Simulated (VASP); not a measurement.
Set up this calculation in VASP 6.6.1, as the native input.

* Task: single point
* Functional: PBE
* Potentials or basis: VASP PAW PBE potentials, release 64 (K_sv, Br)
* Cutoff: 520 eV
* k mesh: 6 × 6 × 6
* Occupations: gaussian, width 0.01 eV
* Spin: no spin polarisation
* Dipole correction: no
* Further INCAR settings: ALGO = Normal; EDIFF = 1e-06; NBANDS = 15

The structure of KBr lies in POSCAR:

```
KBr
1.0
    3.9762553130      0.0000000000      0.0000000000
    0.0000000000      3.9762553130      0.0000000000
    0.0000000000      0.0000000000      3.9762553130
K Br
1 1
Direct
    0.0000000000      0.0000000000      0.0000000000
    0.5000000000      0.5000000000      0.5000000000
```

One way to write it, as run:

INCAR

```
SYSTEM = KBr
ALGO = Normal
EDIFF = 1E-6
ENCUT = 520
GGA = PE
ISIF = 2
ISMEAR = 0
LASPH = .TRUE.
LCHARG = .FALSE.
LREAL = .FALSE.
LWAVE = .FALSE.
NBANDS = 15
NELM = 60
PREC = Accurate
SIGMA = 0.01
```

KPOINTS

```
k-points
0
G
  6 6 6
  0 0 0
```

Potentials or basis: VASP PAW PBE potentials, release 64 (K_sv, Br).

The run is started by

```sh
$ cat potpaw_PBE.64/K_sv/POTCAR potpaw_PBE.64/Br/POTCAR > POTCAR
$ mpirun -np 1 vasp_std > vasp.out
```

It gave:

* Pressure: 0.9 GPa
* Band gap on the k mesh: 4.02 eV (least direct gap 4.30 eV)

Caveat: the structure was generated, so it needn't be the stable form of KBr.

Wall time 26 s on 1 thread of Intel Xeon 8259CL, with other jobs on the host, peak memory 0.17 GiB.
